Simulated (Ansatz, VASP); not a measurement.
# CdS in VASP and in Ansatz

```
Cd S
1.0
     4.16629    0.00000    0.00000
    -2.08315    3.60811    0.00000
     0.00000    0.00000    6.64404
Cd S
2 2
Cartesian
  0.0000 2.4054 -0.0140
  2.0831 1.2027 3.3080
  0.0000 2.4054 2.5188
  2.0831 1.2027 5.8408
```

Change from the starting cell: strained cell.

Alike in both runs: functional PBEsol; k mesh 6 × 6 × 4; occupations gaussian, width 0.02 eV; no spin polarisation.

Ansatz relaxed the structure, and its values are those at the end. VASP's run is a single point on that final structure, the one shown.

|  | VASP | Ansatz |
| --- | --- | --- |
| version | VASP 6.6.1 | Ansatz 0.2.0 |
| potentials or method | VASP PAW PBE potentials, release 64 (Cd, S), cutoff 520 eV | scalar-relativistic, plane waves, PAW |
| valence electrons in the cell | 36 | 52 |

```tsv
	VASP	Ansatz	Ansatz less VASP
gap on the k mesh at the Fermi level (eV)	1.09	1.09	-0.003
least direct gap on the mesh (eV)	1.09	1.09	-0.003
pressure (GPa)	-0.3	-0.6	-0.37
```

VASP's potentials were made for PBE, not for PBEsol, and Ansatz warns of the same on its side. VASP's potentials hold 36 valence electrons a cell and Ansatz's 52, so a difference there can come from the potentials and not from the codes. Ansatz's warnings: stress scf threshold loose.
